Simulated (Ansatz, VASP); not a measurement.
# GaP in VASP and in Ansatz

```
Ga P
1.0
     0.00000    2.64349    2.72525
     2.64349    0.00000    2.72525
     2.64349    2.64349    0.00000
Ga P
1 1
Direct
  0.00000 0.00000 0.00000
  0.75000 0.75000 0.75000
```

Change from the starting cell: equal xx and yy strain of -3 %.

Alike in both runs: task single point; functional LDA; k mesh 10 × 10 × 10; occupations fermi-dirac, width 0.05 eV; no spin polarisation.

|  | VASP | Ansatz |
| --- | --- | --- |
| version | VASP 6.6.1 | Ansatz 0.2.0 |
| potentials or method | VASP PAW LDA potentials, release 64 (Ga_d, P), cutoff 520 eV | all-electron LAPW, scalar-relativistic |

|  | VASP | Ansatz | Ansatz less VASP |
| --- | --- | --- | --- |
| pressure (GPa) | 2.8 | 2.7 | -0.11 |
| traceless stress, the component that is largest in VASP (GPa) | -1.69 | -1.69 | -0.004 |

LDA's correlation is that of Perdew and Zunger in VASP and of Perdew and Wang (1992) in Ansatz. Ansatz ran all-electron here, and VASP with PAW potentials.
